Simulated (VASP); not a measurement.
# BaZrO3 (Pm-3m) in VASP: further runs, part 2 of 2

VASP 6.6.1.

## Step 4: Single point, PBE (equal strain along all axes, cell held: -3.0 %)

Input file INCAR:

```
SYSTEM = BaZrO3
PREC = Accurate
ENCUT = 520
EDIFF = 1E-7
ISMEAR = 0
SIGMA = 0.02
LREAL = .FALSE.
LASPH = .TRUE.
NELM = 60
ALGO = Normal
ISIF = 2
LWAVE = .FALSE.
LCHARG = .FALSE.
GGA = PE
NBANDS = 28
```

Input file KPOINTS:

```
regular mesh
0
G
  6 6 6
  0 0 0
```

Input file POSCAR:

```
BaZrO3
1.0
    4.1000074701      0.0000000000      0.0000000000
    0.0000000000      4.1000074701      0.0000000000
    0.0000000000      0.0000000000      4.1000074701
Ba Zr O
1 1 3
Direct
    0.0000000000      0.0000000000      0.0000000000
    0.5000000000      0.5000000000      0.5000000000
    0.5000000000      0.0000000000      0.5000000000
    0.5000000000      0.5000000000      0.0000000000
    0.0000000000      0.5000000000      0.5000000000
```

Potentials or basis: VASP PAW PBE potentials, release 64 (Ba_sv, Zr_sv, O).

On the command line:

```sh
$ cat potpaw_PBE.64/Ba_sv/POTCAR potpaw_PBE.64/Zr_sv/POTCAR potpaw_PBE.64/O/POTCAR > POTCAR
$ mpirun -np 1 vasp_std > vasp.out
```

OUTCAR:

```text
SYSTEM = BaZrO3
   PREC = Accurate
   ENCUT = 520
   EDIFF = 1E-7
   ISMEAR = 0
   LREAL = .FALSE.
   LASPH = .TRUE.
   NELM = 60
   ISIF = 2
   GGA = PE

 ion  position               nearest neighbor table
   1  0.000  0.000  0.000-   3 2.90   4 2.90   5 2.90   3 2.90   5 2.90   4 2.90   5 2.90   5 2.90
                             3 2.90   4 2.90   3 2.90   4 2.90   2 3.55   2 3.55   2 3.55   2 3.55
   2  0.500  0.500  0.500-   3 2.05   4 2.05   5 2.05   4 2.05   3 2.05   5 2.05   1 3.55   1 3.55
                             1 3.55   1 3.55   1 3.55   1 3.55   1 3.55   1 3.55
   3  0.500  0.000  0.500-   2 2.05   2 2.05   1 2.90   1 2.90   1 2.90   1 2.90
   4  0.500  0.500  0.000-   2 2.05   2 2.05   1 2.90   1 2.90   1 2.90   1 2.90
   5  0.000  0.500  0.500-   2 2.05   2 2.05   1 2.90   1 2.90   1 2.90   1 2.90

  LATTYP: Found a simple cubic cell.
 ALAT       =     4.1000074701

  Lattice vectors:

 A1 = (   4.1000074701,   0.0000000000,   0.0000000000)
 A2 = (   0.0000000000,   4.1000074701,   0.0000000000)
 A3 = (   0.0000000000,   0.0000000000,   4.1000074701)

Analysis of symmetry for initial positions (statically):
=====================================================================
[... 176 lines left out ...]
 cond. band min:       7.6028090932   @ k =   0.0000   0.0000   0.0000
 fundamental gap:      3.3261629170
 Fermi energy:         4.5116527872

 k-point     1 :       0.0000    0.0000    0.0000
  band No.  band energies     occupation
      1     -42.3299      2.00000
      2     -20.8481      2.00000
      3     -20.5899      2.00000
      4     -20.5899      2.00000
      5     -20.5899      2.00000
      6     -12.1995      2.00000
[... 609 lines left out ...]
     27      13.8641      0.00000
     28      13.8641      0.00000

------------------------ aborting loop because EDIFF is reached ----------------------------------------

  FORCE on cell =-STRESS in cart. coord.  units (eV):
  Direction    XX          YY          ZZ          XY          YZ          ZX
  --------------------------------------------------------------------------------------
  -------------------------------------------------------------------------------------
  Total        7.8198328      7.8198328      7.8198328     -0.0000000      0.0000000      0.0000000
  in kB      181.7833502    181.7833502    181.7833502     -0.0000000      0.0000000      0.0000000
  external PRESSURE =     181.7833502 kB  Pullay stress =       0.0000000 kB

 VOLUME and BASIS-vectors are now :
 -----------------------------------------------------------------------------
  energy-cutoff  :      520.00
  volume of cell :       68.92
      direct lattice vectors                 reciprocal lattice vectors
     4.100007470  0.000000000  0.000000000     0.243901995  0.000000000  0.000000000
     0.000000000  4.100007470  0.000000000     0.000000000  0.243901995  0.000000000
     0.000000000  0.000000000  4.100007470     0.000000000  0.000000000  0.243901995

 POSITION                                       TOTAL-FORCE (eV/Angst)
 -----------------------------------------------------------------------------------
      0.00000      0.00000      0.00000         0.000000      0.000000      0.000000
      2.05000      2.05000      2.05000         0.000000      0.000000      0.000000
      2.05000      0.00000      2.05000         0.000000      0.000000      0.000000
      2.05000      2.05000      0.00000         0.000000      0.000000      0.000000
      0.00000      2.05000      2.05000         0.000000      0.000000      0.000000
 -----------------------------------------------------------------------------------
    total drift:                                0.000000      0.000000     -0.000000

  FREE ENERGIE OF THE ION-ELECTRON SYSTEM (eV)
  ---------------------------------------------------
  free  energy   TOTEN  =       -41.3498138068 eV

  energy  without entropy=      -41.3498138068  energy(sigma->0) =      -41.34981381
```

OSZICAR:

```text
N       E                     dE             d eps       ncg     rms          rms(c)
DAV:   1     0.308239176038E+03    0.30824E+03   -0.22039E+04  1120   0.141E+03
DAV:   2    -0.287302217085E+02   -0.33697E+03   -0.32802E+03  1392   0.357E+02
DAV:   3    -0.482935051165E+02   -0.19563E+02   -0.19486E+02  1784   0.800E+01
DAV:   4    -0.487651167192E+02   -0.47161E+00   -0.47106E+00  1516   0.998E+00
DAV:   5    -0.487735864517E+02   -0.84697E-02   -0.84691E-02  1560   0.110E+00    0.331E+01
DAV:   6    -0.413576217588E+02    0.74160E+01   -0.35766E+01  1324   0.394E+01    0.148E+01
DAV:   7    -0.413541109156E+02    0.35108E-02   -0.25616E+00  1588   0.876E+00    0.894E+00
DAV:   8    -0.413549290349E+02   -0.81812E-03   -0.28929E-01  1276   0.394E+00    0.716E-01
DAV:   9    -0.413487992330E+02    0.61298E-02   -0.65840E-02  1400   0.139E+00    0.473E-01
DAV:  10    -0.413500434766E+02   -0.12442E-02   -0.14108E-02  1448   0.980E-01    0.217E-01
DAV:  11    -0.413497722011E+02    0.27128E-03   -0.15080E-03  1352   0.314E-01    0.388E-02
DAV:  12    -0.413498126499E+02   -0.40449E-04   -0.13822E-04  1388   0.829E-02    0.347E-02
DAV:  13    -0.413498142446E+02   -0.15947E-05   -0.15164E-05  1592   0.212E-02    0.568E-03
DAV:  14    -0.413498141193E+02    0.12526E-06   -0.51001E-07  1448   0.469E-03    0.420E-03
DAV:  15    -0.413498137547E+02    0.36459E-06   -0.14846E-06  1280   0.843E-03    0.101E-03
DAV:  16    -0.413498138068E+02   -0.52098E-07   -0.48826E-08   816   0.142E-03
   1 F= -.41349814E+02 E0= -.41349814E+02  d E =-.170595E-63
```

Wall time 26 s (1 thread of Intel Xeon Platinum 8488C (Sapphire Rapids), shared host); peak memory 0.19 GiB.

What came out:

* Free energy: -41.3498 eV
* Pressure: 18.2 GPa
* Band gap on the k mesh: 3.33 eV, indirect (least direct gap 3.46 eV)

Caveat: the cell differs from its parent crystal (equal strain along all axes, cell held: -3.0 %); spin-orbit coupling is left out, which moves the levels of the heavy elements.

## Step 5: Summary

| cell | k mesh | smearing | gap on the mesh (eV) | pressure (GPa) |
| --- | --- | --- | --- | --- |
| a = 8.454 Å, 40 atoms | 2 × 2 × 2, shifted | gaussian 0.01 eV | 3.92 | 1.0 |
| a = 4.037 Å, 5 atoms | 6 × 6 × 6 | gaussian 0.02 eV | 3.41 | 29.8 |
| a = 4.100 Å, 5 atoms | 6 × 6 × 6 | gaussian 0.02 eV | 3.33 | 18.2 |

Alike in all rows: task single point; level PBE; potentials or basis VASP PAW PBE potentials, release 64 (Ba_sv, Zr_sv, O); no spin polarisation; cutoff (eV) 520.

Caveats: spin-orbit coupling is left out, which moves the levels of the heavy elements.

Total energies depend on the potentials used, so only differences within one code and one set of settings carry meaning.
